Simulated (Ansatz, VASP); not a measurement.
**Ga3Sb: VASP beside Ansatz**

```
Ga Sb
1.0
     5.51560    0.00000    0.00000
    -2.75780    4.77665    0.00000
     0.00000    0.00000    3.48056
Ga Sb
3 1
Direct
  0.50000 0.00000 0.00000
  0.00000 0.50000 0.00000
  0.50000 0.50000 0.00000
  0.00000 0.00000 0.50000
```

Alike in both runs: functional PBE; k mesh 6 × 6 × 6; occupations gaussian, width 0.1 eV; no spin polarisation.

Ansatz relaxed the structure, and its values are those at the end. VASP's run is a single point on that final structure, the one shown.

|  | VASP | Ansatz |
| --- | --- | --- |
| version | VASP 6.6.1 | Ansatz 0.2.0 |
| potentials or method | VASP PAW PBE potentials, release 64 (Ga_d, Sb), cutoff 520 eV | scalar-relativistic, plane waves, PAW |
| valence electrons in the cell | 44 | 54 |

Ansatz gave:

| Item | Value |
| --- | --- |
| gap on the k mesh at the Fermi level (eV) | none |
| pressure (GPa) | -0.1 |

**Question.** Which values does VASP return?

**Answer.** gap on the k mesh at the Fermi level (eV): none; pressure (GPa): 0.0.

A gap of «none» marks a metal or a gap that the smearing closes. With one functional, cell and mesh, what is left measures potentials, basis and numerics. VASP's potentials hold 44 valence electrons a cell and Ansatz's 54, so a difference there can come from the potentials and not from the codes.

Spin-orbit coupling is off throughout.
